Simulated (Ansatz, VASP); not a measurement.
# One calculation of SiC, two programs

```
Si C
1.0
     0.00000    2.29794    2.29794
     2.16750    0.00000    2.29794
     2.16750    2.29794    0.00000
Si C
1 1
Direct
  0.00000 0.00000 0.00000
  0.75000 0.75000 0.75000
```

Alike in both runs: task single point; functional PBE; k mesh 12 × 12 × 12; occupations gaussian, width 0.02 eV; no spin polarisation.

|  | VASP | Ansatz |
| --- | --- | --- |
| version | VASP 6.6.1 | Ansatz 0.2.0 |
| potentials or method | VASP PAW PBE potentials, release 64 (Si, C), cutoff 520 eV | scalar-relativistic, plane waves, PAW |
| valence electrons in the cell | 8 | 8 |

Ansatz gave:

| Item | Value |
| --- | --- |
| gap on the k mesh at the Fermi level (eV) | 0.90 |
| least direct gap on the mesh (eV) | 4.37 |
| pressure (GPa) | -15.6 |
| traceless stress, the component that is largest in VASP (GPa) | 8.71 |

Q: What did VASP give for the same quantities?

A: gap on the k mesh at the Fermi level (eV): 0.90; least direct gap on the mesh (eV): 4.36; pressure (GPa): -15.6; traceless stress, the component that is largest in VASP (GPa): 8.72.
